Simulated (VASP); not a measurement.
# SrCl2 (P-3m1) in VASP: a series of runs

Runs on SrCl2. Level: PBE. Tasks: single point.

Everything below comes from runs of VASP 6.6.1. Logs are shortened: lines on timing, memory, paths and dates and some standing lists are left out, and cuts for length are marked.

### 1 The cell of the first run

It takes space group P-3m1 (No. 164, trigonal). Conventional cell: a = 4.407 Å, b = 4.407 Å, c = 5.596 Å, α = 90.00°, β = 90.00°, γ = 120.00°. Sr (site symmetry -3m) has 6 Cl at 2.90 Å within 3.8 Å. Within 3.8 Å of Cl (site symmetry 3m) lie 3 Sr at 2.90 Å and 6 Cl at 3.77 to 3.79 Å.

### 2 Single point, PBE

Contents of INCAR:

```
PREC = Accurate ; ENCUT = 520
EDIFF = 1E-6 ; ISMEAR = 0
SIGMA = 0.01 ; LREAL = F
LASPH = T ; NELM = 100
ALGO = Normal ; ISIF = 2
LWAVE = F ; LCHARG = F
GGA = PE ; NBANDS = 19
```

Contents of KPOINTS:

```
regular mesh
0
Gamma
  6 6 2
```

Contents of POSCAR:

```
SrCl2
1.0
    4.4072489239      0.0000000000      0.0000000000
   -2.2036244619      3.8167895289      0.0000000000
    0.0000000000      0.0000000000      5.5960649219
Sr Cl
1 2
Direct
    0.0000000000      0.0000000000      0.0000000000
    0.3333333333      0.6666666667      0.2486950223
    0.6666666667      0.3333333333      0.7513049777
```

Potentials or basis: VASP PAW PBE potentials, release 64 (Sr_sv, Cl).

Run with:

```bash
$ cat potpaw_PBE.64/Sr_sv/POTCAR potpaw_PBE.64/Cl/POTCAR > POTCAR
$ mpirun -np 1 vasp_std > vasp.out
```

OUTCAR:

```text
PREC = Accurate
   ENCUT = 520
   EDIFF = 1E-6
   ISMEAR = 0
   LREAL = F
   LASPH = T
   NELM = 100
   ISIF = 2
   GGA = PE

 ion  position               nearest neighbor table
   1  0.000  0.000  0.000-   2 2.90   3 2.90   2 2.90   3 2.90   3 2.90   2 2.90
   2  0.333  0.667  0.249-   1 2.90   1 2.90   1 2.90
   3  0.667  0.333  0.751-   1 2.90   1 2.90   1 2.90

  LATTYP: Found a hexagonal cell.
 ALAT       =     4.4072489239
 C/A-ratio  =     1.2697410604

  Lattice vectors:

 A1 = (   4.4072489239,   0.0000000000,   0.0000000000)
 A2 = (  -2.2036244619,   3.8167895289,   0.0000000000)
 A3 = (   0.0000000000,   0.0000000000,   5.5960649219)

Analysis of symmetry for initial positions (statically):
=====================================================================
 Subroutine PRICEL returns:
 Original cell was already a primitive cell.

 Routine SETGRP: Setting up the symmetry group for a
 hexagonal supercell.

 Subroutine GETGRP returns: Found 12 space group operations
 (whereof 12 operations were pure point group operations)
 out of a pool of 24 trial point group operations.

The static configuration has the point symmetry D_3d.

Analysis of symmetry for dynamics (positions and initial velocities):
=====================================================================
 Subroutine PRICEL returns:
 Original cell was already a primitive cell.

 Routine SETGRP: Setting up the symmetry group for a
 hexagonal supercell.

 Subroutine GETGRP returns: Found 12 space group operations
 (whereof 12 operations were pure point group operations)
 out of a pool of 24 trial point group operations.

The dynamic configuration has the point symmetry D_3d.

 Subroutine INISYM returns: Found 12 space group operations
 (whereof 12 operations are pure point group operations),
 and found     1 'primitive' translations

----------------------------------------------------------------------------------------

                                     Primitive cell

  volume of cell :      94.1344

  direct lattice vectors                    reciprocal lattice vectors
     4.407248924  0.000000000  0.000000000     0.226898915  0.131000150  0.000000000
    -2.203624462  3.816789529  0.000000000     0.000000000  0.262000300  0.000000000
     0.000000000  0.000000000  5.596064922     0.000000000  0.000000000  0.178696998

  length of vectors
     4.407248924  4.407248924  5.596064922     0.262000300  0.262000300  0.178696998

  position of ions in fractional coordinates (direct lattice)
     0.000000000  0.000000000  0.000000000
     0.333333333  0.666666667  0.248695022
     0.666666667  0.333333333  0.751304978

  ion indices of the primitive-cell ions
   primitive index   ion index
                 1           1
                 2           2
                 3           3

----------------------------------------------------------------------------------------

 KPOINTS: regular mesh

Automatic generation of k-mesh.
 Grid dimensions read from file:
 generate k-points for:    6    6    2

 Generating k-lattice:

  Cartesian coordinates                     Fractional coordinates (reciprocal lattice)
     0.037816486  0.021833358  0.000000000     0.166666667  0.000000000  0.000000000
     0.000000000  0.043666717  0.000000000     0.000000000  0.166666667  0.000000000
     0.000000000  0.000000000  0.089348499     0.000000000  0.000000000  0.500000000

  Length of vectors
     0.043666717  0.043666717  0.089348499

  Shift w.r.t. Gamma in fractional coordinates (k-lattice)
     0.000000000  0.000000000  0.000000000

 Subroutine IBZKPT returns following result:
 ===========================================

 Found     14 irreducible k-points:

 Following reciprocal coordinates:
            Coordinates               Weight
  0.000000  0.000000  0.000000      1.000000
  0.166667  0.000000  0.000000      6.000000
  0.333333  0.000000  0.000000      6.000000
  0.500000  0.000000  0.000000      3.000000
  0.166667  0.166667  0.000000      6.000000
  0.333333  0.166667  0.000000     12.000000
  0.333333  0.333333  0.000000      2.000000
  0.000000  0.000000  0.500000      1.000000
  0.166667  0.000000  0.500000      6.000000
  0.333333  0.000000  0.500000      6.000000
  0.500000  0.000000  0.500000      3.000000
  0.166667  0.166667  0.500000      6.000000
  0.333333  0.166667  0.500000     12.000000
  0.333333  0.333333  0.500000      2.000000
   k-points           NKPTS =     14   k-points in BZ     NKDIM =     14   number of bands    NBANDS=     19
   number of dos      NEDOS =    301   number of ions     NIONS =      3
   total plane-waves  NPLWV =  54432
   dimension x,y,z NGX =    36 NGY =   36 NGZ =   42
   dimension x,y,z NGXF=    72 NGYF=   72 NGZF=   84
   ions per type =               1   2
   NGX,Y,Z   is equivalent  to a cutoff of  13.58, 13.58, 12.48 a.u.
   NGXF,Y,Z  is equivalent  to a cutoff of  27.16, 27.16, 24.95 a.u.
 SYSTEM =  unknown system
   PREC   = accura    normal or accurate (medium, high low for compatibility)
   ISTART =      0    job   : 0-new  1-cont  2-samecut
   ICHARG =      2    charge: 1-file 2-atom 10-const
   ISPIN  =      1    spin polarized calculation?
   LNONCOLLINEAR =      F non collinear calculations
   LSORBIT =      F    spin-orbit coupling
   LASPH  =      T    aspherical Exc in radial PAW
   ENCUT  =  520.0 eV  38.22 Ry    6.18 a.u.   8.19  8.19 10.40*2*pi/ulx,y,z
   NELM   =    100;   NELMIN=  2; NELMDL= -5     # of ELM steps
   EDIFF  = 0.1E-05   stopping-criterion for ELM
   LREAL  =      F    real-space projection
   EDIFFG = 0.1E-04   stopping-criterion for IOM
   NSW    =      0    number of steps for IOM
   IBRION =     -1    ionic relax: 0-MD 1-quasi-New 2-CG
   NFREE  =      0    steps in history (QN), initial steepest desc. (CG)
   ISIF   =      2    stress and relaxation
   ISYM   =      2    0-nonsym 1-usesym 2-fastsym
   POTIM  = 0.5000    time-step for ionic-motion
   TEBEG  =    0.0;   TEEND  =   0.0 temperature during run
   PSTRESS=    0.0 pullay stress
   NELECT =      24.0000    total number of electrons
   NUPDOWN=      -1.0000    fix difference up-down
   EMIN   =  10.00;   EMAX   =-10.00  energy-range for DOS
   EFERMI =   0.00;   METHOD = LEGACY
   ISMEAR =     0;   SIGMA  =   0.01  broadening in eV -4-tet -1-fermi 0-gaus
   EFERMI_NEDOS =   21; number of points for ismear=-14 and -15
   IALGO  =     38    algorithm
   IMIX   =      4    mixing-type and parameters
     AMIX     =   0.40;   BMIX     =  1.00
     AMIX_MAG =   1.60;   BMIX_MAG =  1.00
  volume/ion in A,a.u.               =      31.38       211.75
  Fermi-wavevector in a.u.,A,eV,Ry     =   1.038076  1.961679 14.661657  1.077601
  Thomas-Fermi vector in A             =   2.172543
   LORBIT       =      0    0 simple, 1 ext, 2 COOP (PROOUT), +10 PAW based schemes
   GGA     = PE    functional components
   LHFCALC =     F    Hartree Fock is set to
   AEXX    =    0.0000 exact exchange contribution
   IVDW    =     0    specifies the selected vdW correction
   LEPSILON=     F    determine dielectric tensor
   LRPA    =     F    only Hartree local field effects (RPA)
 non-spin polarized calculation
 Gauss-broadening in eV      SIGMA  =   0.01
  energy-cutoff  :      520.00
  volume of cell :       94.13
 maximum number of plane-waves:      2570
 NGX is ok and might be reduce to    36
   NGX = 17   NGY = 17   NGZ = 21

 number of electron      24.0000002 magnetization

 Free energy of the ion-electron system (eV)
  ---------------------------------------------------
  ext. energy  EPLUGINS =         0.00000000
  ---------------------------------------------------
  free energy    TOTEN  =       -12.59926193 eV

  energy without entropy =      -12.59926193  energy(sigma->0) =      -12.59926193

 E-fermi :  -0.6046     XC(G=0):  -7.7965

 val. band max:       -0.7482016962   @ k =   0.0000   0.0000   0.0000
 cond. band min:       4.4104083133   @ k =   0.0000   0.0000   0.0000
 fundamental gap:      5.1586100096
 Fermi energy:        -0.6045738497

 k-point     1 :       0.0000    0.0000    0.0000
  band No.  band energies     occupation
      1     -33.4158      2.00000
      2     -15.6859      2.00000
      3     -15.3900      2.00000
      4     -15.3900      2.00000
      5     -13.6747      2.00000
      6     -12.9639      2.00000
[... 11 lines left out ...]
     18       7.5459      0.00000
     19       7.5459      0.00000

 k-point     2 :       0.1667    0.0000    0.0000
  band No.  band energies     occupation
      1     -33.4135      2.00000
      2     -15.6481      2.00000
      3     -15.5233      2.00000
      4     -15.4006      2.00000
      5     -13.5019      2.00000
      6     -13.0438      2.00000
[... 11 lines left out ...]
     18       7.6285      0.00000
     19       8.4029      0.00000

 k-point     3 :       0.3333    0.0000    0.0000
  band No.  band energies     occupation
      1     -33.4090      2.00000
      2     -15.7597      2.00000
      3     -15.5399      2.00000
      4     -15.4215      2.00000
      5     -13.3305      2.00000
      6     -13.0856      2.00000
[... 11 lines left out ...]
     18       8.0830      0.00000
     19       9.1256      0.00000

 k-point     4 :       0.5000    0.0000    0.0000
  band No.  band energies     occupation
      1     -33.4068      2.00000
      2     -15.8522      2.00000
      3     -15.4895      2.00000
      4     -15.4319      2.00000
      5     -13.3897      2.00000
      6     -12.9806      2.00000
[... 187 lines left out ...]
     18       7.9509      0.00000
     19       8.6673      0.00000

 k-point    13 :       0.3333    0.1667    0.5000
  band No.  band energies     occupation
      1     -33.4067      2.00000
      2     -15.7785      2.00000
      3     -15.5360      2.00000
      4     -15.4792      2.00000
      5     -13.3286      2.00000
      6     -13.0238      2.00000
[... 11 lines left out ...]
     18       8.2261      0.00000
     19       8.7336      0.00000

 k-point    14 :       0.3333    0.3333    0.5000
  band No.  band energies     occupation
      1     -33.4056      2.00000
      2     -15.6766      2.00000
      3     -15.6766      2.00000
      4     -15.4880      2.00000
      5     -13.1557      2.00000
      6     -13.1557      2.00000
[... 11 lines left out ...]
     18       8.0237      0.00000
     19       9.2320      0.00000

------------------------ aborting loop because EDIFF is reached ----------------------------------------

  FORCE on cell =-STRESS in cart. coord.  units (eV):
  Direction    XX          YY          ZZ          XY          YZ          ZX
  --------------------------------------------------------------------------------------
  -------------------------------------------------------------------------------------
  Total        0.7530166      0.7530166      0.7684768      0.0000000      0.0000000      0.0000000
  in kB       12.8164153     12.8164153     13.0795494      0.0000000      0.0000000      0.0000000
  external PRESSURE =      12.9041267 kB  Pullay stress =       0.0000000 kB

 VOLUME and BASIS-vectors are now :
 -----------------------------------------------------------------------------
  energy-cutoff  :      520.00
  volume of cell :       94.13
      direct lattice vectors                 reciprocal lattice vectors
     4.407248924  0.000000000  0.000000000     0.226898915  0.131000150  0.000000000
    -2.203624462  3.816789529  0.000000000     0.000000000  0.262000300  0.000000000
     0.000000000  0.000000000  5.596064922     0.000000000  0.000000000  0.178696998

 POSITION                                       TOTAL-FORCE (eV/Angst)
 -----------------------------------------------------------------------------------
      0.00000      0.00000      0.00000         0.000000      0.000000      0.000000
     -0.00000      2.54453      1.39171        -0.000000     -0.000000      0.024313
      2.20362      1.27226      4.20435         0.000000      0.000000     -0.024313
 -----------------------------------------------------------------------------------
    total drift:                               -0.000000     -0.000000     -0.000000

  FREE ENERGIE OF THE ION-ELECTRON SYSTEM (eV)
  ---------------------------------------------------
  free  energy   TOTEN  =       -12.5992619273 eV

  energy  without entropy=      -12.5992619273  energy(sigma->0) =      -12.59926193
```

Wall time 13 s (1 thread of Intel Xeon 6975P-C (Granite Rapids), shared host); peak memory 0.22 GiB.

Results:

- Free energy: -12.5993 eV
- Pressure: 1.3 GPa
- Largest force: 0.024 eV/Å
- Band gap on the k mesh: 5.16 eV, direct

Forces on the atoms (eV/Å):
```
Sr   0.000  0.000  0.000
Cl   0.000  0.000  0.024
Cl   0.000  0.000 -0.024
```

Levels at points of the mesh, in eV from the valence-band top:
```tsv
k point	band 10	band 11	band 12	band 13	band 14	band 15
(0.00, 0.00, 0.00)	-0.45	-0.45	0.00	5.16	6.69	6.69
(0.50, 0.00, 0.00)	-0.96	-0.94	-0.80	5.46	7.00	8.09
(0.00, 0.00, 0.50)	-0.94	-0.63	-0.63	6.43	6.43	6.62
(0.50, 0.00, 0.50)	-0.76	-0.57	-0.29	6.14	7.53	7.82
```

Caveat: the k points lie up to 0.56 Å⁻¹ apart.

[end of part 1 of 2]
